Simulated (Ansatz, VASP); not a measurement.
# One calculation of GaN, two programs

File INCAR:

```
ALGO = Normal
EDIFF = 1E-7
ENCUT = 520
GGA = PS
ISIF = 2
ISMEAR = 0
LASPH = T
LCHARG = F
LREAL = F
LWAVE = F
NBANDS = 26
NELM = 80
PREC = Accurate
SIGMA = 0.01
```

The input KPOINTS:

```
k-points
0
Gamma
  6 6 3
```

The input POSCAR:

```
GaN
1.0
    3.1800000000      0.0000000000      0.0000000000
   -1.5900000000      2.7539607800      0.0000000000
    0.0000000000      0.0000000000      5.1660000000
Ga N
2 2
Direct
    0.3333333333      0.6666666667      0.0000000000
    0.6666666667      0.3333333333      0.5000000000
    0.3333333333      0.6666666667      0.3750000000
    0.6666666667      0.3333333333      0.8750000000
```

Input for Ansatz:

```yaml
crystal:
  lattice:
    - [3.18, 0.0, 0.0]
    - [-1.59, 2.75396078, 0.0]
    - [0.0, 0.0, 5.166]
  atoms:
    - { symbol: Ga, position: [0.3333333333333333, 0.6666666666666666, 0.0] }
    - { symbol: Ga, position: [0.6666666666666666, 0.3333333333333333, 0.5] }
    - { symbol: "N", position: [0.3333333333333333, 0.6666666666666666, 0.375] }
    - { symbol: "N", position: [0.6666666666666666, 0.3333333333333333, 0.8750000000000001] }
basis:
  ecutwfc: 550.0
kpoints:
  mp_grid:
    grid: [6, 6, 3]
hamiltonian:
  xc: pbesol
scf:
  occupations:
    method: fixed
output:
  eigenvalues: true
```

Alike in both runs: task single point; functional PBEsol; k mesh 6 × 6 × 3; no spin polarisation.

|  | VASP | Ansatz |
| --- | --- | --- |
| version | VASP 6.6.1 | Ansatz 0.2.0 |
| potentials or method | VASP PAW PBE potentials, release 64 (Ga_d, N), cutoff 520 eV | plane waves, PAW |
| occupations | gaussian, width 0.01 eV | fixed |
| valence electrons in the cell | 36 | 36 |

Ansatz gave:

```
gap on the k mesh at the Fermi level (eV) : 1.91
```

**Question.** Which values does VASP return?

**Answer.** gap on the k mesh at the Fermi level (eV): 1.92.

VASP's potentials were made for PBE, not for PBEsol.
